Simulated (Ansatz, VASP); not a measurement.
## Si2Mo in VASP and in Ansatz

```
Si Mo
1.0
    -1.58715    1.58715    3.88905
     1.58715   -1.58715    3.88905
     1.58715    1.58715   -3.88905
Si Mo
2 1
Direct
  0.66478 0.66478 0.00000
  0.33522 0.33522 0.00000
  0.00000 0.00000 0.00000
```

Alike in both runs: functional LDA; k mesh 18 × 18 × 18; occupations gaussian, width 0.1 eV; no spin polarisation.

Ansatz relaxed the structure, and its values are those at the end. VASP's run is a single point on that final structure, the one shown.

```csv
,VASP,Ansatz
version,VASP 6.6.1,Ansatz 0.2.0
potentials or method,"VASP PAW LDA potentials, release 64 (Si, Mo_sv), cutoff 520 eV","scalar-relativistic, plane waves, PAW"
valence electrons in the cell,22,22
```

```tsv
	VASP	Ansatz	Ansatz less VASP
gap on the k mesh at the Fermi level (eV)	none	none	-
pressure (GPa)	0.6	0.0	-0.61
rms of the force components (eV/Å)	0.005	0.000	-0.0052
```

Ansatz warns that its potentials were made for another functional, while VASP's fit it. LDA's correlation is that of Perdew and Zunger in VASP and of Perdew and Wang (1992) in Ansatz. A gap of «none» marks a metal or a gap that the smearing closes.
